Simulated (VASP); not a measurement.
# MgS (P6_3/mmc) in VASP: notebook

MgS is run at these levels: PBE, LDA, r2SCAN; tasks: single point.

Program: VASP 6.6.1. These are calculated values, not measurements. Logs are shortened: lines on timing, memory, paths and dates and some standing lists are left out, and cuts for length are marked.

### Step 1. The cell of the first run

Symmetry: P6_3/mmc, No. 194, hexagonal system. Conventional cell: a = 3.645 Å, b = 3.645 Å, c = 6.147 Å, α = 90.00°, β = 90.00°, γ = 120.00°. Within 3.4 Å of Mg (site symmetry -3m) lie 6 S at 2.61 Å and 2 Mg at 3.07 Å. S (site symmetry -6m2) has 6 Mg at 2.61 Å within 3.4 Å.

### Step 2. Single point, PBE

The input, INCAR:

```
SYSTEM = MgS
  ALGO = Normal
  EDIFF = 1E-6
  ENCUT = 520
  GGA = PE
  ISIF = 2
  ISMEAR = 0
  LASPH = .True.
  LCHARG = .True.
  LELF = .True.
  LREAL = .False.
  LVHAR = .True.
  LWAVE = .False.
  NBANDS = 16
  NELM = 100
  PREC = Accurate
  SIGMA = 0.01
```

The input, KPOINTS:

```
k-points
0
Gamma
  6 6 2
  0 0 0
```

The input, POSCAR:

```
MgS
1.0
    3.6454348044      0.0000000000      0.0000000000
   -1.8227174022      3.1570391485      0.0000000000
    0.0000000000      0.0000000000      6.1473560942
Mg S
2 2
Direct
    0.0000000000      0.0000000000      0.0000000000
    0.0000000000      0.0000000000      0.5000000000
    0.3333333333      0.6666666667      0.2500000000
    0.6666666667      0.3333333333      0.7500000000
```

Potentials or basis: VASP PAW PBE potentials, release 64 (Mg, S).

Run with:

```console
> cat potpaw_PBE.64/Mg/POTCAR potpaw_PBE.64/S/POTCAR > POTCAR
> mpirun -np 1 vasp_std > vasp.out
```

OUTCAR:

```text
SYSTEM = MgS
   EDIFF = 1E-6
   ENCUT = 520
   GGA = PE
   ISIF = 2
   ISMEAR = 0
   LASPH = .True.
   LREAL = .False.
   NELM = 100
   PREC = Accurate

 ion  position               nearest neighbor table
   1  0.000  0.000  0.000-   3 2.61   4 2.61   4 2.61   3 2.61   4 2.61   3 2.61   2 3.07   2 3.07

   2  0.000  0.000  0.500-   3 2.61   4 2.61   4 2.61   3 2.61   4 2.61   3 2.61   1 3.07   1 3.07

   3  0.333  0.667  0.250-   1 2.61   2 2.61   1 2.61   2 2.61   1 2.61   2 2.61
   4  0.667  0.333  0.750-   1 2.61   2 2.61   1 2.61   2 2.61   1 2.61   2 2.61

  LATTYP: Found a hexagonal cell.
 ALAT       =     3.6454348044
 C/A-ratio  =     1.6863162898

  Lattice vectors:

 A1 = (   3.6454348044,   0.0000000000,   0.0000000000)
 A2 = (  -1.8227174022,   3.1570391485,   0.0000000000)
 A3 = (   0.0000000000,   0.0000000000,   6.1473560942)

Analysis of symmetry for initial positions (statically):
=====================================================================
 Subroutine PRICEL returns:
 Original cell was already a primitive cell.

 Routine SETGRP: Setting up the symmetry group for a
 hexagonal supercell.

 Subroutine GETGRP returns: Found 24 space group operations
 (whereof 12 operations were pure point group operations)
 out of a pool of 24 trial point group operations.

The static configuration has the point symmetry D_3d.
 The point group associated with its full space group is D_6h.

Analysis of symmetry for dynamics (positions and initial velocities):
=====================================================================
 Subroutine PRICEL returns:
 Original cell was already a primitive cell.

 Routine SETGRP: Setting up the symmetry group for a
 hexagonal supercell.

 Subroutine GETGRP returns: Found 24 space group operations
 (whereof 12 operations were pure point group operations)
 out of a pool of 24 trial point group operations.

The dynamic configuration has the point symmetry D_3d.
 The point group associated with its full space group is D_6h.

 Subroutine INISYM returns: Found 24 space group operations
 (whereof 12 operations are pure point group operations),
 and found     1 'primitive' translations

----------------------------------------------------------------------------------------

                                     Primitive cell

  volume of cell :      70.7486

  direct lattice vectors                    reciprocal lattice vectors
     3.645434804  0.000000000  0.000000000     0.274315700  0.158376243  0.000000000
    -1.822717402  3.157039149  0.000000000     0.000000000  0.316752486  0.000000000
     0.000000000  0.000000000  6.147356094     0.000000000  0.000000000  0.162671559

  length of vectors
     3.645434804  3.645434804  6.147356094     0.316752486  0.316752486  0.162671559

  position of ions in fractional coordinates (direct lattice)
     0.000000000  0.000000000  0.000000000
     0.000000000  0.000000000  0.500000000
     0.333333333  0.666666667  0.250000000
     0.666666667  0.333333333  0.750000000

  ion indices of the primitive-cell ions
   primitive index   ion index
                 1           1
                 2           2
                 3           3
                 4           4

----------------------------------------------------------------------------------------

 KPOINTS: k-points

Automatic generation of k-mesh.
 Grid dimensions read from file:
 generate k-points for:    6    6    2

 Generating k-lattice:

  Cartesian coordinates                     Fractional coordinates (reciprocal lattice)
     0.045719283  0.026396041  0.000000000     0.166666667  0.000000000  0.000000000
     0.000000000  0.052792081  0.000000000     0.000000000  0.166666667  0.000000000
     0.000000000  0.000000000  0.081335780     0.000000000  0.000000000  0.500000000

  Length of vectors
     0.052792081  0.052792081  0.081335780

  Shift w.r.t. Gamma in fractional coordinates (k-lattice)
     0.000000000  0.000000000  0.000000000

 Subroutine IBZKPT returns following result:
 ===========================================

 Found     14 irreducible k-points:

 Following reciprocal coordinates:
            Coordinates               Weight
  0.000000  0.000000  0.000000      1.000000
  0.166667  0.000000  0.000000      6.000000
  0.333333  0.000000  0.000000      6.000000
  0.500000  0.000000  0.000000      3.000000
  0.166667  0.166667  0.000000      6.000000
  0.333333  0.166667  0.000000     12.000000
  0.333333  0.333333  0.000000      2.000000
  0.000000  0.000000  0.500000      1.000000
  0.166667  0.000000  0.500000      6.000000
  0.333333  0.000000  0.500000      6.000000
  0.500000  0.000000  0.500000      3.000000
  0.166667  0.166667  0.500000      6.000000
  0.333333  0.166667  0.500000     12.000000
  0.333333  0.333333  0.500000      2.000000
   k-points           NKPTS =     14   k-points in BZ     NKDIM =     14   number of bands    NBANDS=     16
   number of dos      NEDOS =    301   number of ions     NIONS =      4
   total plane-waves  NPLWV =  37632
   dimension x,y,z NGX =    28 NGY =   28 NGZ =   48
   dimension x,y,z NGXF=    56 NGYF=   56 NGZF=   96
   ions per type =               2   2
   NGX,Y,Z   is equivalent  to a cutoff of  12.77, 12.77, 12.98 a.u.
   NGXF,Y,Z  is equivalent  to a cutoff of  25.54, 25.54, 25.96 a.u.
 SYSTEM =  MgS
   PREC   = accura    normal or accurate (medium, high low for compatibility)
   ISTART =      0    job   : 0-new  1-cont  2-samecut
   ICHARG =      2    charge: 1-file 2-atom 10-const
   ISPIN  =      1    spin polarized calculation?
   LNONCOLLINEAR =      F non collinear calculations
   LSORBIT =      F    spin-orbit coupling
   LASPH  =      T    aspherical Exc in radial PAW
   ENCUT  =  520.0 eV  38.22 Ry    6.18 a.u.   6.78  6.78 11.43*2*pi/ulx,y,z
   NELM   =    100;   NELMIN=  2; NELMDL= -5     # of ELM steps
   EDIFF  = 0.1E-05   stopping-criterion for ELM
   LREAL  =      F    real-space projection
   EDIFFG = 0.1E-04   stopping-criterion for IOM
   NSW    =      0    number of steps for IOM
   IBRION =     -1    ionic relax: 0-MD 1-quasi-New 2-CG
   NFREE  =      0    steps in history (QN), initial steepest desc. (CG)
   ISIF   =      2    stress and relaxation
   ISYM   =      2    0-nonsym 1-usesym 2-fastsym
   POTIM  = 0.5000    time-step for ionic-motion
   TEBEG  =    0.0;   TEEND  =   0.0 temperature during run
   PSTRESS=    0.0 pullay stress
   NELECT =      16.0000    total number of electrons
   NUPDOWN=      -1.0000    fix difference up-down
   EMIN   =  10.00;   EMAX   =-10.00  energy-range for DOS
   EFERMI =   0.00;   METHOD = LEGACY
   ISMEAR =     0;   SIGMA  =   0.01  broadening in eV -4-tet -1-fermi 0-gaus
   EFERMI_NEDOS =   21; number of points for ismear=-14 and -15
   IALGO  =     38    algorithm
   IMIX   =      4    mixing-type and parameters
     AMIX     =   0.40;   BMIX     =  1.00
     AMIX_MAG =   1.60;   BMIX_MAG =  1.00
  volume/ion in A,a.u.               =      17.69       119.36
  Fermi-wavevector in a.u.,A,eV,Ry     =   0.997414  1.884840 13.535556  0.994835
  Thomas-Fermi vector in A             =   2.129569
   LORBIT       =      0    0 simple, 1 ext, 2 COOP (PROOUT), +10 PAW based schemes
   GGA     = PE    functional components
   LHFCALC =     F    Hartree Fock is set to
   AEXX    =    0.0000 exact exchange contribution
   IVDW    =     0    specifies the selected vdW correction
   LEPSILON=     F    determine dielectric tensor
   LRPA    =     F    only Hartree local field effects (RPA)
 non-spin polarized calculation
 Gauss-broadening in eV      SIGMA  =   0.01
  energy-cutoff  :      520.00
  volume of cell :       70.75
 maximum number of plane-waves:      1922
 NGX is ok and might be reduce to    28
   NGX = 13   NGY = 13   NGZ = 23

 number of electron      15.9999999 magnetization

 Free energy of the ion-electron system (eV)
  ---------------------------------------------------
  ext. energy  EPLUGINS =         0.00000000
  ---------------------------------------------------
  free energy    TOTEN  =       -16.89630852 eV

  energy without entropy =      -16.89630852  energy(sigma->0) =      -16.89630852

 E-fermi :   3.8014     XC(G=0):  -9.6535

 val. band max:        3.7093117422   @ k =   0.0000   0.0000   0.0000
 cond. band min:       7.1135575410   @ k =   0.3333   0.3333   0.0000
 fundamental gap:      3.4042457988
 Fermi energy:         3.8014142965

 k-point     1 :       0.0000    0.0000    0.0000
  band No.  band energies     occupation
      1      -8.9846      2.00000
      2      -7.7823      2.00000
      3      -1.2326      2.00000
      4       3.2270      2.00000
      5       3.2270      2.00000
      6       3.4707      2.00000
[... 8 lines left out ...]
     15      12.2797      0.00000
     16      13.0433      0.00000

 k-point     2 :       0.1667    0.0000    0.0000
  band No.  band energies     occupation
      1      -8.7435      2.00000
      2      -7.6442      2.00000
      3      -0.9090      2.00000
      4       1.8920      2.00000
      5       2.4404      2.00000
      6       2.8659      2.00000
[... 8 lines left out ...]
     15      12.3826      0.00000
     16      12.5165      0.00000

 k-point     3 :       0.3333    0.0000    0.0000
  band No.  band energies     occupation
      1      -8.1366      2.00000
      2      -7.3821      2.00000
      3      -0.0276      2.00000
      4      -0.0163      2.00000
      5       0.8045      2.00000
      6       2.3397      2.00000
[... 8 lines left out ...]
     15      12.7741      0.00000
     16      14.6694      0.00000
[... 172 lines left out ...]
 k-point    13 :       0.3333    0.1667    0.5000
  band No.  band energies     occupation
      1      -7.5089      2.00000
      2      -7.5089      2.00000
      3      -0.4479      2.00000
      4      -0.4479      2.00000
      5       1.3629      2.00000
      6       1.3629      2.00000
[... 8 lines left out ...]
     15      13.6800      0.00000
     16      13.6800      0.00000

 k-point    14 :       0.3333    0.3333    0.5000
  band No.  band energies     occupation
      1      -7.3622      2.00000
      2      -7.3622      2.00000
      3       0.0738      2.00000
      4       0.0738      2.00000
      5       0.1081      2.00000
      6       0.1081      2.00000
[... 8 lines left out ...]
     15      13.1642      0.00000
     16      13.1642      0.00000

------------------------ aborting loop because EDIFF is reached ----------------------------------------

  FORCE on cell =-STRESS in cart. coord.  units (eV):
  Direction    XX          YY          ZZ          XY          YZ          ZX
  --------------------------------------------------------------------------------------
  -------------------------------------------------------------------------------------
  Total        0.4317178      0.4317178      0.3940198      0.0000000     -0.0000000      0.0000000
  in kB        9.7767130      9.7767130      8.9230019      0.0000000     -0.0000000      0.0000000
  external PRESSURE =       9.4921426 kB  Pullay stress =       0.0000000 kB

 VOLUME and BASIS-vectors are now :
 -----------------------------------------------------------------------------
  energy-cutoff  :      520.00
  volume of cell :       70.75
      direct lattice vectors                 reciprocal lattice vectors
     3.645434804  0.000000000  0.000000000     0.274315700  0.158376243  0.000000000
    -1.822717402  3.157039149  0.000000000     0.000000000  0.316752486  0.000000000
     0.000000000  0.000000000  6.147356094     0.000000000  0.000000000  0.162671559

 POSITION                                       TOTAL-FORCE (eV/Angst)
 -----------------------------------------------------------------------------------
      0.00000      0.00000      0.00000        -0.000000     -0.000000      0.000000
      0.00000      0.00000      3.07368        -0.000000     -0.000000      0.000000
     -0.00000      2.10469      1.53684        -0.000000      0.000000     -0.000000
      1.82272      1.05235      4.61052         0.000000     -0.000000      0.000000
 -----------------------------------------------------------------------------------
    total drift:                                0.000000     -0.000000     -0.000000

  FREE ENERGIE OF THE ION-ELECTRON SYSTEM (eV)
  ---------------------------------------------------
  free  energy   TOTEN  =       -16.8963085204 eV

  energy  without entropy=      -16.8963085204  energy(sigma->0) =      -16.89630852
```

It took 8 s on 1 thread of Intel Xeon 6975P-C (Granite Rapids), shared host; peak memory 0.18 GiB.

Results:

- Free energy: -16.8963 eV
- Pressure: 0.9 GPa
- Band gap on the k mesh: 3.40 eV, indirect (least direct gap 3.53 eV)

Levels at points of the mesh, in eV from the valence-band top:
| k point | band 6 | band 7 | band 8 | band 9 | band 10 | band 11 |
| --- | --- | --- | --- | --- | --- | --- |
| (0.00, 0.00, 0.00) | -0.24 | 0.00 | 0.00 | 3.53 | 4.65 | 6.81 |
| (0.50, 0.00, 0.00) | -1.70 | -1.58 | -0.61 | 4.05 | 4.40 | 4.93 |
| (0.00, 0.00, 0.50) | -0.25 | -0.25 | -0.25 | 4.81 | 4.81 | 7.57 |
| (0.50, 0.00, 0.50) | -1.51 | -1.15 | -1.15 | 4.00 | 4.00 | 5.30 |

Caveat: the k points lie up to 0.51 Å⁻¹ apart. A k mesh can miss the band edges.

### Step 3. Single point, LDA

The input, INCAR:

```
ALGO = Normal ; EDIFF = 1E-6
ENCUT = 520 ; ISIF = 2
ISMEAR = 0 ; LASPH = T
LCHARG = T ; LELF = T
LREAL = F ; LVHAR = T
LWAVE = F ; NBANDS = 16
NELM = 80 ; PREC = Accurate
SIGMA = 0.01
```

The input, KPOINTS:

```
k-points
0
Gamma
  6 6 2
```

POSCAR is that of step 2.

Potentials or basis: VASP PAW LDA potentials, release 64 (Mg, S).

Run with:

```console
> cat potpaw_LDA.64/Mg/POTCAR potpaw_LDA.64/S/POTCAR > POTCAR
> mpirun -np 1 vasp_std > vasp.out
```

OUTCAR:

```text
EDIFF = 1E-6
   ENCUT = 520
   ISIF = 2
   ISMEAR = 0
   LASPH = T
   LREAL = F
   NELM = 80
   PREC = Accurate

 ion  position               nearest neighbor table
   1  0.000  0.000  0.000-   3 2.61   4 2.61   4 2.61   3 2.61   4 2.61   3 2.61   2 3.07   2 3.07

   2  0.000  0.000  0.500-   3 2.61   4 2.61   4 2.61   3 2.61   4 2.61   3 2.61   1 3.07   1 3.07

   3  0.333  0.667  0.250-   1 2.61   2 2.61   1 2.61   2 2.61   1 2.61   2 2.61
   4  0.667  0.333  0.750-   1 2.61   2 2.61   1 2.61   2 2.61   1 2.61   2 2.61
[... 457 lines left out ...]
  Direction    XX          YY          ZZ          XY          YZ          ZX
  --------------------------------------------------------------------------------------
  -------------------------------------------------------------------------------------
  Total       -1.6365132     -1.6365132     -1.7448202      0.0000000      0.0000000      0.0000000
  in kB      -37.0605984    -37.0605984    -39.5133252      0.0000000      0.0000000      0.0000000
  external PRESSURE =     -37.8781740 kB  Pullay stress =       0.0000000 kB

 VOLUME and BASIS-vectors are now :
 -----------------------------------------------------------------------------
  energy-cutoff  :      520.00
  volume of cell :       70.75
      direct lattice vectors                 reciprocal lattice vectors
     3.645434804  0.000000000  0.000000000     0.274315700  0.158376243  0.000000000
    -1.822717402  3.157039149  0.000000000     0.000000000  0.316752486  0.000000000
     0.000000000  0.000000000  6.147356094     0.000000000  0.000000000  0.162671559

 POSITION                                       TOTAL-FORCE (eV/Angst)
 -----------------------------------------------------------------------------------
      0.00000      0.00000      0.00000        -0.000000      0.000000      0.000000
      0.00000      0.00000      3.07368        -0.000000      0.000000      0.000000
     -0.00000      2.10469      1.53684        -0.000000      0.000000     -0.000000
      1.82272      1.05235      4.61052         0.000000     -0.000000     -0.000000
 -----------------------------------------------------------------------------------
    total drift:                                0.000000     -0.000000     -0.000000

  FREE ENERGIE OF THE ION-ELECTRON SYSTEM (eV)
  ---------------------------------------------------
  free  energy   TOTEN  =       -19.0326196071 eV

  energy  without entropy=      -19.0326196071  energy(sigma->0) =      -19.03261961
```

Run time: 6.6 s. Hardware: 1 thread of Intel Xeon 6975P-C (Granite Rapids), shared host; peak memory 0.16 GiB.

What came out:

```
Free energy            : -19.0326 eV
Pressure               : -3.8 GPa
Band gap on the k mesh : 3.19 eV, indirect (least direct gap 3.31 eV)
```

Levels at points of the mesh, in eV from the valence-band top:
| k point | band 4 | band 5 | band 6 | band 7 | band 8 | band 9 | band 10 | band 11 | band 12 | band 13 |
| --- | --- | --- | --- | --- | --- | --- | --- | --- | --- | --- |
| (0.00, 0.00, 0.00) | -0.49 | -0.49 | -0.24 | 0.00 | 0.00 | 3.31 | 4.48 | 6.70 | 7.68 | 7.68 |
| (0.50, 0.00, 0.00) | -3.65 | -2.90 | -1.74 | -1.61 | -0.61 | 3.89 | 4.22 | 4.76 | 6.78 | 8.00 |
| (0.00, 0.00, 0.50) | -3.05 | -0.25 | -0.25 | -0.25 | -0.25 | 4.64 | 4.64 | 7.42 | 7.42 | 7.42 |
| (0.50, 0.00, 0.50) | -4.60 | -1.53 | -1.53 | -1.17 | -1.17 | 3.81 | 3.81 | 5.15 | 5.15 | 8.79 |

Caveat: the k points lie up to 0.51 Å⁻¹ apart. A k mesh can miss the band edges.

### Step 4. Single point, PBE

The input, INCAR:

```
PREC = Accurate ; ENCUT = 520
EDIFF = 1E-6 ; ISMEAR = 0
SIGMA = 0.01 ; LREAL = False
LASPH = True ; NELM = 80
ALGO = Normal ; ISIF = 2
LWAVE = False ; LCHARG = True
GGA = PE ; LELF = True
LVHAR = True ; NBANDS = 16
```

The input, KPOINTS:

```
Automatic mesh
0
Gamma
  6 6 2
```

POSCAR is that of step 3.

Potentials or basis: VASP PAW PBE potentials, release 64 (Mg, S).

Run with:

```console
> cat potpaw_PBE.64/Mg/POTCAR potpaw_PBE.64/S/POTCAR > POTCAR
> mpirun -np 1 vasp_std > vasp.out
```

Run time: 7.6 s. Hardware: 1 thread of Intel Xeon 6975P-C (Granite Rapids), shared host; peak memory 0.18 GiB.

The run converged. Its results:

```
Free energy            : -16.8963 eV
Pressure               : 0.9 GPa
Band gap on the k mesh : 3.40 eV, indirect (least direct gap 3.53 eV)
```

Stress tensor (GPa, compression positive):
```
0.98 0.00 0.00
0.00 0.98 0.00
0.00 0.00 0.89
```

Levels at points of the mesh, in eV from the valence-band top:
| k point | band 4 | band 5 | band 6 | band 7 | band 8 | band 9 | band 10 | band 11 | band 12 | band 13 |
| --- | --- | --- | --- | --- | --- | --- | --- | --- | --- | --- |
| (0.00, 0.00, 0.00) | -0.48 | -0.48 | -0.24 | 0.00 | 0.00 | 3.53 | 4.65 | 6.81 | 7.83 | 7.83 |
| (0.50, 0.00, 0.00) | -3.60 | -2.85 | -1.70 | -1.58 | -0.61 | 4.05 | 4.40 | 4.93 | 6.95 | 8.14 |
| (0.00, 0.00, 0.50) | -3.00 | -0.25 | -0.25 | -0.25 | -0.25 | 4.81 | 4.81 | 7.57 | 7.57 | 7.57 |
| (0.50, 0.00, 0.50) | -4.52 | -1.51 | -1.51 | -1.15 | -1.15 | 4.00 | 4.00 | 5.30 | 5.30 | 8.94 |

Caveat: the k points lie up to 0.51 Å⁻¹ apart. A hybrid or GW would open this gap; PBE tends to underestimate it.

(Part 1 of 2 ends here.)
